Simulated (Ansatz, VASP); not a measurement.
Two plane-wave programs on TaAl2N3

```xyz
6
Lattice="5.0075 0.0000 0.0000 -2.5037 4.3366 0.0000 0.0000 0.0000 2.7431" Properties=species:S:1:pos:R:3 pbc="T T T"
Ta    0.0000    0.0000    0.0000
Al    0.0000    2.8911    1.3715
Al    2.5037    1.4455    1.3715
N     2.5037    0.0000    0.0000
N     1.2519    2.1683    0.0000
N    -1.2519    2.1683    0.0000
```

Alike in both runs: functional PBE; k mesh 12 × 12 × 14; occupations gaussian, width 0.1 eV; no spin polarisation.

Ansatz relaxed the structure, and its values are those at the end. VASP's run is a single point on that final structure, the one shown.

|  | VASP | Ansatz |
| --- | --- | --- |
| version | VASP 6.6.1 | Ansatz 0.2.0 |
| potentials or method | VASP PAW PBE potentials, release 64 (Ta_pv, Al, N), cutoff 520 eV | scalar-relativistic, plane waves, PAW |
| valence electrons in the cell | 32 | 34 |

|  | VASP | Ansatz | Ansatz less VASP |
| --- | --- | --- | --- |
| gap on the k mesh at the Fermi level (eV) | none | none | - |
| pressure (GPa) | -0.1 | 0.0 | +0.09 |

A gap of «none» marks a metal or a gap that the smearing closes. With one functional, cell and mesh, what is left measures potentials, basis and numerics. VASP's potentials hold 32 valence electrons a cell and Ansatz's 34, so a difference there can come from the potentials and not from the codes.

Neither program's run includes spin-orbit coupling.
